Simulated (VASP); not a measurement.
Wanted: the native input for a VASP 6.6.1 run.

* Task: G0W0 quasiparticle levels
* Functional: PBE
* Potentials or basis: VASP PAW PBE potentials, release 64 (Be_GW, Te_GW)
* Cutoff: 500 eV
* k mesh: 6 × 6 × 6
* Occupations: gaussian, width 0.01 eV
* Spin: no spin polarisation
* Dipole correction: no
* GW scheme: G0W0
* GW iterations: 1
* Cutoff of the response function: 200
* Frequency points: 48
* Empty bands: 335
* Further INCAR settings: ALGO = EVGW0; EDIFF = 1e-08; NBANDS = 339

BeTe:

```
Be Te
1.0
     0.00000    2.82862    2.82862
     2.82862    0.00000    2.82862
     2.82862    2.82862    0.00000
Be Te
1 1
Direct
  0.00000 0.00000 0.00000
  0.75000 0.75000 0.75000
```

One way to write it, as run:

POSCAR

```
BeTe
1.0
    0.0000000000      2.8286199459      2.8286199459
    2.8286199459      0.0000000000      2.8286199459
    2.8286199459      2.8286199459      0.0000000000
Be Te
1 1
Direct
    0.0000000000      0.0000000000      0.0000000000
    0.7500000000      0.7500000000      0.7500000000
```

INCAR.step1

```
SYSTEM = BeTe
PREC = Accurate ; ENCUT = 500
EDIFF = 1E-8 ; ISMEAR = 0
SIGMA = 0.01 ; LREAL = .False.
LASPH = .True. ; NELM = 80
ALGO = Normal ; LWAVE = .True.
LCHARG = .False. ; GGA = PE
```

INCAR.step2

```
SYSTEM = BeTe
PREC = Accurate ; ENCUT = 500
EDIFF = 1E-8 ; ISMEAR = 0
SIGMA = 0.01 ; LREAL = .False.
LASPH = .True. ; NELM = 1
ALGO = Exact ; LWAVE = .True.
LCHARG = .False. ; GGA = PE
NBANDS = 339 ; LOPTICS = .True.
ISTART = 1
```

INCAR.step3

```
SYSTEM = BeTe
PREC = Accurate ; ENCUT = 500
EDIFF = 1E-8 ; ISMEAR = 0
SIGMA = 0.01 ; LREAL = .False.
LASPH = .True. ; ALGO = EVGW0
LWAVE = .False. ; LCHARG = .False.
GGA = PE ; NELMGW = 1
NBANDS = 339 ; ENCUTGW = 200
NOMEGA = 48 ; PRECFOCK = Fast
ISTART = 1 ; NBANDSGW = 12
```

KPOINTS

```
regular mesh
0
Gamma
  6 6 6
  0 0 0
```

Potentials or basis: VASP PAW PBE potentials, release 64 (Be_GW, Te_GW).

Command:

```bash
$ cat potpaw_PBE.64/Be_GW/POTCAR potpaw_PBE.64/Te_GW/POTCAR > POTCAR
$ cp INCAR.step1 INCAR
$ mpirun -np 1 vasp_std > vasp.out
$ cp INCAR.step2 INCAR
$ mpirun -np 1 vasp_std > vasp.out
$ cp INCAR.step3 INCAR
$ mpirun -np 1 vasp_std > vasp.out
```

It gave:

The quasiparticle gap is 2.91 eV and the least direct quasiparticle gap is 4.73 eV. The band gap of the starting levels on the mesh is 2.01 eV. The least direct gap of the starting levels on the mesh is 3.63 eV.

Caveat: bands, screening cutoff and mesh are small and nothing is extrapolated, so the quasiparticle values aren't converged; spin-orbit coupling is left out, which moves the levels of the heavy elements.

It took 63 min on 1 thread of Intel Xeon 8259CL, with other jobs on the host, peak memory 1.9 GiB.
